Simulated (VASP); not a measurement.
A run of VASP 6.6.1 is set up as follows.

Contents of INCAR:

```
PREC = Accurate
ENCUT = 520
EDIFF = 1E-8
ISMEAR = -1
SIGMA = 0.02
LREAL = F
LASPH = T
NELM = 80
ALGO = Normal
ISIF = 2
LWAVE = F
LCHARG = F
LEFG = T
NBANDS = 26
```

File KPOINTS:

```
regular mesh
0
Gamma
  12 12 6
```

File POSCAR:

```
CdSe
1.0
    4.2990000000      0.0000000000      0.0000000000
   -2.1495000000      3.7230432109      0.0000000000
    0.0000000000      0.0000000000      7.0100000000
Cd Se
2 2
Direct
    0.3333333333      0.6666666667      0.0004794859
    0.6666666667      0.3333333333      0.5004794859
    0.3333333333      0.6666666667      0.3763105141
    0.6666666667      0.3333333333      0.8763105141
```

Potentials or basis: VASP PAW LDA potentials, release 64 (Cd, Se).

Launch:

```console
$ cat potpaw_LDA.64/Cd/POTCAR potpaw_LDA.64/Se/POTCAR > POTCAR
$ mpirun -np 1 vasp_std > vasp.out
```

**Question.** What does it give for the band gap on the k mesh?

**Answer.** 0.43 eV, direct.

**Question.** Predict the pressure.

**Answer.** -1.4 GPa.

Stress tensor (GPa, compression positive):
```
-1.41  0.00  0.00
 0.00 -1.41  0.00
 0.00  0.00 -1.31
```

Caveat: without QUAD_EFG the Cq values of the log hold for a quadrupole moment of 1 mb, not for the nuclei. As with any semilocal functional, this LDA gap is likely too small.
